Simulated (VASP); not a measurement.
# In (I4/mmm) in VASP: a series of runs

In is run at these levels: LDA; tasks: single point.

Everything below comes from runs of VASP 6.6.1. Logs are shortened: lines on timing, memory, paths and dates and some standing lists are left out, and cuts for length are marked.

### 1 The cell of the first run

It takes space group I4/mmm (No. 139, tetragonal). Conventional cell: a = 3.067 Å, b = 3.067 Å, c = 5.013 Å, α = 90.00°, β = 90.00°, γ = 90.00°. Within 4.0 Å of In (site symmetry 4/mmm) lie 12 In at 3.07 to 3.31 Å.

### 2 Single point, LDA (23.57 Å³/atom)

INCAR

```
SYSTEM = In
PREC = Accurate
ENCUT = 520
EDIFF = 1E-6
ISMEAR = 0
SIGMA = 0.15
LREAL = .False.
LASPH = .True.
NELM = 60
ALGO = Fast
ISIF = 2
LWAVE = .False.
LCHARG = .False.
NBANDS = 12
```

KPOINTS

```
regular mesh
0
Gamma
  22 22 22
  0 0 0
```

POSCAR

```
In
1.0
   -1.5332887082      1.5332887082      2.5066203801
    1.5332887082     -1.5332887082      2.5066203801
    1.5332887082      1.5332887082     -2.5066203801
In
1
Direct
    0.0000000000      0.0000000000      0.0000000000
```

Potentials or basis: VASP PAW LDA potentials, release 64 (In_d).

Command:

```sh
$ cat potpaw_LDA.64/In_d/POTCAR > POTCAR
$ mpirun -np 1 vasp_std > vasp.out
```

OUTCAR:

```text
SYSTEM = In
   PREC = Accurate
   ENCUT = 520
   EDIFF = 1E-6
   ISMEAR = 0
   LREAL = .False.
   LASPH = .True.
   NELM = 60
   ISIF = 2

 ion  position               nearest neighbor table
   1  0.000  0.000  0.000-

  LATTYP: Found a body centered tetragonal cell.
 ALAT       =     3.0665774164
 C/A-ratio  =     1.6348000000

  Lattice vectors:

 A1 = (  -1.5332887082,   1.5332887082,   2.5066203801)
 A2 = (   1.5332887082,  -1.5332887082,   2.5066203801)
 A3 = (   1.5332887082,   1.5332887082,  -2.5066203801)

Analysis of symmetry for initial positions (statically):
=====================================================================
 Subroutine PRICEL returns:
 Original cell was already a primitive cell.

 Routine SETGRP: Setting up the symmetry group for a
 body centered tetragonal supercell.

 Subroutine GETGRP returns: Found 16 space group operations
 (whereof 16 operations were pure point group operations)
 out of a pool of 16 trial point group operations.

The static configuration has the point symmetry D_4h.

Analysis of symmetry for dynamics (positions and initial velocities):
=====================================================================
 Subroutine PRICEL returns:
 Original cell was already a primitive cell.

 Routine SETGRP: Setting up the symmetry group for a
 body centered tetragonal supercell.

 Subroutine GETGRP returns: Found 16 space group operations
 (whereof 16 operations were pure point group operations)
 out of a pool of 16 trial point group operations.

The dynamic configuration has the point symmetry D_4h.

 Subroutine INISYM returns: Found 16 space group operations
 (whereof 16 operations are pure point group operations),
 and found     1 'primitive' translations

----------------------------------------------------------------------------------------

                                     Primitive cell

  volume of cell :      23.5720

  direct lattice vectors                    reciprocal lattice vectors
    -1.533288708  1.533288708  2.506620380     0.000000000  0.326096447  0.199471768
     1.533288708 -1.533288708  2.506620380     0.326096447  0.000000000  0.199471768
     1.533288708  1.533288708 -2.506620380     0.326096447  0.326096447  0.000000000

  length of vectors
     3.314376903  3.314376903  3.314376903     0.382266764  0.382266764  0.461170018

  position of ions in fractional coordinates (direct lattice)
     0.000000000  0.000000000  0.000000000

  ion indices of the primitive-cell ions
   primitive index   ion index
                 1           1

----------------------------------------------------------------------------------------

 KPOINTS: regular mesh

Automatic generation of k-mesh.
 Grid dimensions read from file:
 generate k-points for:   22   22   22

 Generating k-lattice:

  Cartesian coordinates                     Fractional coordinates (reciprocal lattice)
     0.000000000  0.014822566  0.009066899     0.045454545 -0.000000000  0.000000000
     0.014822566  0.000000000  0.009066899    -0.000000000  0.045454545  0.000000000
     0.014822566  0.014822566  0.000000000     0.000000000  0.000000000  0.045454545

  Length of vectors
     0.017375762  0.017375762  0.020962274

  Shift w.r.t. Gamma in fractional coordinates (k-lattice)
     0.000000000  0.000000000  0.000000000

 Subroutine IBZKPT returns following result:
 ===========================================

 Found    834 irreducible k-points:

 Following reciprocal coordinates:
            Coordinates               Weight
  0.000000  0.000000  0.000000      1.000000
  0.045455  0.000000 -0.000000      8.000000
  0.090909  0.000000 -0.000000      8.000000
  0.136364  0.000000  0.000000      8.000000
  0.181818 -0.000000  0.000000      8.000000
  0.227273  0.000000  0.000000      8.000000
[... 16 lines left out ...]
  0.500000  0.045455  0.000000     16.000000
 -0.454545  0.045455  0.000000     16.000000
 [... further k-points ...]
   k-points           NKPTS =    834   k-points in BZ     NKDIM =    834   number of bands    NBANDS=     12
   number of dos      NEDOS =    301   number of ions     NIONS =      1
   total plane-waves  NPLWV =  21952
   dimension x,y,z NGX =    28 NGY =   28 NGZ =   28
   dimension x,y,z NGXF=    56 NGYF=   56 NGZF=   56
   ions per type =               1
   NGX,Y,Z   is equivalent  to a cutoff of  14.04, 14.04, 14.04 a.u.
   NGXF,Y,Z  is equivalent  to a cutoff of  28.09, 28.09, 28.09 a.u.
 SYSTEM =  In
   PREC   = accura    normal or accurate (medium, high low for compatibility)
   ISTART =      0    job   : 0-new  1-cont  2-samecut
   ICHARG =      2    charge: 1-file 2-atom 10-const
   ISPIN  =      1    spin polarized calculation?
   LNONCOLLINEAR =      F non collinear calculations
   LSORBIT =      F    spin-orbit coupling
   LASPH  =      T    aspherical Exc in radial PAW
   ENCUT  =  520.0 eV  38.22 Ry    6.18 a.u.   6.16  6.16  6.16*2*pi/ulx,y,z
   NELM   =     60;   NELMIN=  2; NELMDL= -5     # of ELM steps
   EDIFF  = 0.1E-05   stopping-criterion for ELM
   LREAL  =      F    real-space projection
   EDIFFG = 0.1E-04   stopping-criterion for IOM
   NSW    =      0    number of steps for IOM
   IBRION =     -1    ionic relax: 0-MD 1-quasi-New 2-CG
   NFREE  =      0    steps in history (QN), initial steepest desc. (CG)
   ISIF   =      2    stress and relaxation
   ISYM   =      2    0-nonsym 1-usesym 2-fastsym
   POTIM  = 0.5000    time-step for ionic-motion
   TEBEG  =    0.0;   TEEND  =   0.0 temperature during run
   PSTRESS=    0.0 pullay stress
   NELECT =      13.0000    total number of electrons
   NUPDOWN=      -1.0000    fix difference up-down
   EMIN   =  10.00;   EMAX   =-10.00  energy-range for DOS
   EFERMI =   0.00;   METHOD = LEGACY
   ISMEAR =     0;   SIGMA  =   0.15  broadening in eV -4-tet -1-fermi 0-gaus
   EFERMI_NEDOS =   21; number of points for ismear=-14 and -15
   IALGO  =     68    algorithm
   IMIX   =      4    mixing-type and parameters
     AMIX     =   0.40;   BMIX     =  1.00
     AMIX_MAG =   1.60;   BMIX_MAG =  1.00
  volume/ion in A,a.u.               =      23.57       159.07
  Fermi-wavevector in a.u.,A,eV,Ry     =   1.342529  2.537013 24.522939  1.802385
  Thomas-Fermi vector in A             =   2.470676
   LORBIT       =      0    0 simple, 1 ext, 2 COOP (PROOUT), +10 PAW based schemes
   GGA     = CA    functional components
   LHFCALC =     F    Hartree Fock is set to
   AEXX    =    0.0000 exact exchange contribution
   IVDW    =     0    specifies the selected vdW correction
   LEPSILON=     F    determine dielectric tensor
   LRPA    =     F    only Hartree local field effects (RPA)
 non-spin polarized calculation
 RMM-DIIS sequential band-by-band and
 Gauss-broadening in eV      SIGMA  =   0.15
  energy-cutoff  :      520.00
  volume of cell :       23.57
 maximum number of plane-waves:       649
 NGX is ok and might be reduce to    28
   NGX = 13   NGY = 13   NGZ = 13

 number of electron      13.0000001 magnetization

 Free energy of the ion-electron system (eV)
  ---------------------------------------------------
  ext. energy  EPLUGINS =         0.00000000
  ---------------------------------------------------
  free energy    TOTEN  =        -3.21041483 eV

  energy without entropy =       -3.20633050  energy(sigma->0) =       -3.20837267

 E-fermi :   8.4542     XC(G=0): -11.0313

 val. band max:        8.4460461573   @ k =  -0.4091   0.4545   0.2727
 cond. band min:       8.4616857556   @ k =  -0.4091  -0.4091   0.2273
 fundamental gap:      0.0156395983
 Fermi energy:         8.4541667670

 k-point     1 :       0.0000    0.0000    0.0000
  band No.  band energies     occupation
      1      -6.4239      2.00000
      2      -6.1482      2.00000
      3      -6.1287      2.00000
      4      -6.1287      2.00000
      5      -5.8735      2.00000
      6      -1.8549      2.00000
      7      19.8767      0.00000
      8      19.8767      0.00000
      9      20.1571      0.00000
     10      20.5314      0.00000
     11      22.4526      0.00000
     12      23.5451      0.00000

 k-point     2 :       0.0455    0.0000   -0.0000
  band No.  band energies     occupation
      1      -6.4178      2.00000
      2      -6.1470      2.00000
      3      -6.1299      2.00000
      4      -6.1247      2.00000
      5      -5.8765      2.00000
      6      -1.8056      2.00000
      7      19.2415      0.00000
      8      19.8379      0.00000
      9      19.8939      0.00000
     10      20.4668      0.00000
     11      22.2452      0.00000
     12      23.7687      0.00000

 k-point     3 :       0.0909    0.0000   -0.0000
  band No.  band energies     occupation
      1      -6.4012      2.00000
      2      -6.1509      2.00000
      3      -6.1248      2.00000
      4      -6.1136      2.00000
      5      -5.8850      2.00000
      6      -1.6569      2.00000
      7      17.7604      0.00000
      8      19.3846      0.00000
      9      19.7365      0.00000
     10      20.4785      0.00000
     11      21.8214      0.00000
     12      24.2046      0.00000

 k-point     4 :       0.1364    0.0000    0.0000
  band No.  band energies     occupation
      1      -6.3793      2.00000
      2      -6.1663      2.00000
      3      -6.1041      2.00000
      4      -6.0972      2.00000
      5      -5.8968      2.00000
      6      -1.4068      2.00000
      7      16.0938      0.00000
      8      18.7601      0.00000
      9      19.6045      0.00000
     10      20.5140      0.00000
     11      21.3688      0.00000
     12      24.7194      0.00000

 k-point     5 :       0.1818   -0.0000    0.0000
  band No.  band energies     occupation
      1      -6.3587      2.00000
      2      -6.1891      2.00000
      3      -6.0798      2.00000
      4      -6.0683      2.00000
      5      -5.9084      2.00000
      6      -1.0532      2.00000
      7      14.4124      0.00000
      8      18.1070      0.00000
      9      19.4716      0.00000
     10      20.5311      0.00000
     11      20.9739      0.00000
     12      25.1518      0.00000
[... 228 lines left out ...]
      1      -6.3336      2.00000
      2      -6.3202      2.00000
      3      -6.1047      2.00000
      4      -5.8521      2.00000
      5      -5.7886      2.00000
      6       2.5997      2.00000
      7       6.5566      2.00000
      8      15.5782      0.00000
      9      18.4089      0.00000
     10      19.8023      0.00000
     11      20.3693      0.00000
     12      23.7164      0.00000

 k-point    22 :       0.4545    0.0455    0.0000
  band No.  band energies     occupation
      1      -6.3399      2.00000
      2      -6.3257      2.00000
      3      -6.1128      2.00000
      4      -5.8444      2.00000
      5      -5.7610      2.00000
      6       3.5850      2.00000
      7       5.3361      2.00000
      8      15.4016      0.00000
      9      18.5636      0.00000
     10      19.7767      0.00000
     11      20.1865      0.00000
     12      23.7365      0.00000

 k-point    23 :       0.5000    0.0455    0.0000
  band No.  band energies     occupation
      1      -6.3425      2.00000
      2      -6.3250      2.00000
      3      -6.1152      2.00000
      4      -5.8456      2.00000
      5      -5.7525      2.00000
      6       4.0192      2.00000
      7       4.8578      2.00000
      8      15.3414      0.00000
      9      18.7294      0.00000
     10      19.7896      0.00000
     11      20.1030      0.00000
     12      23.8038      0.00000

 k-point    24 :      -0.4545    0.0455    0.0000
  band No.  band energies     occupation
      1      -6.3372      2.00000
      2      -6.3217      2.00000
      3      -6.1114      2.00000
      4      -5.8556      2.00000
      5      -5.7642      2.00000
      6       3.0457      2.00000
      7       5.9783      2.00000
      8      15.3980      0.00000
      9      18.8559      0.00000
     10      19.8487      0.00000
     11      20.1706      0.00000
     12      23.8522      0.00000

 [... further k-points ...]

------------------------ aborting loop because EDIFF is reached ----------------------------------------

  FORCE on cell =-STRESS in cart. coord.  units (eV):
  Direction    XX          YY          ZZ          XY          YZ          ZX
  --------------------------------------------------------------------------------------
  -------------------------------------------------------------------------------------
  Total        0.4316753      0.4316753      0.2921364      0.0000000      0.0000000      0.0000000
  in kB       29.3407613     29.3407613     19.8563693      0.0000000      0.0000000      0.0000000
  external PRESSURE =      26.1792973 kB  Pullay stress =       0.0000000 kB

 VOLUME and BASIS-vectors are now :
 -----------------------------------------------------------------------------
  energy-cutoff  :      520.00
  volume of cell :       23.57
      direct lattice vectors                 reciprocal lattice vectors
    -1.533288708  1.533288708  2.506620380     0.000000000  0.326096447  0.199471768
     1.533288708 -1.533288708  2.506620380     0.326096447  0.000000000  0.199471768
     1.533288708  1.533288708 -2.506620380     0.326096447  0.326096447  0.000000000

 POSITION                                       TOTAL-FORCE (eV/Angst)
 -----------------------------------------------------------------------------------
      0.00000      0.00000      0.00000         0.000000      0.000000     -0.000000
 -----------------------------------------------------------------------------------
    total drift:                               -0.000000     -0.000000     -0.000000

  FREE ENERGIE OF THE ION-ELECTRON SYSTEM (eV)
  ---------------------------------------------------
  free  energy   TOTEN  =        -3.2104148259 eV

  energy  without entropy=       -3.2063305048  energy(sigma->0) =       -3.20837267
```

Run time: 5.6 min. Hardware: 1 thread of Intel Xeon Platinum 8375C at 2.90GHz (Ice Lake), shared host; peak memory 0.33 GiB.

Results:

```
Free energy            : -3.2104 eV
Pressure               : 2.6 GPa
Band gap on the k mesh : zero (an odd number of electrons rules out a gap without spin polarisation)
```

Stress tensor (GPa, compression positive):
```
2.93 0.00 0.00
0.00 2.93 0.00
0.00 0.00 1.99
```

Levels at points of the mesh, in eV from the Fermi level:
```tsv
k point	band 4	band 5	band 6	band 7	band 8	band 9
(0.00, 0.00, 0.00)	-14.58	-14.33	-10.31	11.42	11.42	11.70
(0.50, 0.00, 0.00)	-14.29	-14.20	-4.34	-3.79	7.02	10.73
(0.50, 0.50, 0.00)	-14.28	-14.07	-1.97	-0.94	3.23	4.12
(0.50, 0.50, 0.50)	-14.22	-14.22	-3.73	-3.45	5.74	5.74
```

Caveat: spin-orbit coupling is left out, which moves the levels of the heavy elements.

(Part 1 of 3 ends here.)
